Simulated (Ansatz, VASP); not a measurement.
## One calculation of Hf, two programs

```
Hf
1.0
     3.06604    0.00000    0.00000
    -1.53302    2.65527    0.00000
     0.00000    0.00000    2.88208
Hf
1
Cartesian
  0.0000 0.0000 0.0000
```

Alike in both runs: task relaxation of cell and atoms; functional PBE; k mesh 16 × 16 × 15; occupations fermi-dirac, width 0.1 eV; no spin polarisation.

|  | VASP | Ansatz |
| --- | --- | --- |
| version | VASP 6.6.1 | Ansatz 0.2.0 |
| potentials or method | VASP PAW PBE potentials, release 64 (Hf_pv) | PAW with Ansatz's default frozen-core files, scalar-relativistic |
| plane-wave cutoff (eV) | 600 | 420 |
| valence electrons in the cell | 10 | 26 |

|  | VASP | Ansatz | Ansatz less VASP |
| --- | --- | --- | --- |
| relaxed volume (Å³/atom) | 23.27 | 23.36 | +0.089 |
| relaxed cell length with the largest relative difference (Å) | 2.992 | 2.996 | +0.0040 |

VASP's potentials hold 10 valence electrons a cell and Ansatz's 26, so a difference there can come from the potentials and not from the codes.

Neither program's run includes spin-orbit coupling.
